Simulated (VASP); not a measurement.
H:

```
H
1.0
     2.64964    0.00000    0.00000
     0.00000    2.64964    0.00000
     0.00000    0.00000    0.98049
H
1
Direct
  0.00000 0.00000 0.50000
```

* Program: VASP 6.6.1
* Task: relaxation of cell and atoms
* Functional: PBEsol
* Potentials or basis: VASP PAW PBE potentials, release 64 (H)
* Cutoff: 600 eV
* k mesh: 10 × 10 × 26
* Occupations: fermi-dirac, width 0.05 eV
* Spin: no spin polarisation

At the start: pressure 1.7 GPa; volume 6.88 Å³/atom.

Question: How do energy, volume and symmetry change on relaxing?

Answer: Over 10 steps the energy falls by 7.4 meV/atom and the volume is 8.70 Å³/atom (+26.3 %); space group P4/mmm (No. 123, to 0.1 Å) before and after.

Step by step:
| step | energy change (eV) | largest force (eV/Å) | pressure (GPa) | volume (Å³) |
| --- | --- | --- | --- | --- |
| 1 | 0.0000 | 0.0000 | 1.75 | 6.88 |
| 2 | -0.0007 | 0.0000 | 1.25 | 6.96 |
| 3 | -0.0013 | 0.0000 | 0.12 | 7.14 |
| 4 | -0.0018 | 0.0000 | 0.09 | 7.20 |
| 5 | -0.0032 | 0.0000 | -0.01 | 7.39 |
| 6 | -0.0053 | 0.0000 | -0.18 | 7.77 |
| 7 | -0.0071 | 0.0000 | -0.39 | 8.57 |
| 8 | -0.0072 | 0.0000 | -0.43 | 8.77 |
| 9 | -0.0070 | 0.0000 | 0.67 | 8.60 |
| 10 | -0.0074 | 0.0000 | 0.01 | 8.70 |

Final structure:
```
H
1.0
     2.96523    0.00000    0.00000
     0.00000    2.96523    0.00000
     0.00000    0.00000    0.98898
H
1
Direct
  0.00000 0.00000 0.50000
```

Caveat: the volume moved by over 15 % at a fixed basis, so the end points are rough; the PAW data sets were made with another functional, which shifts forces and pressure a little.
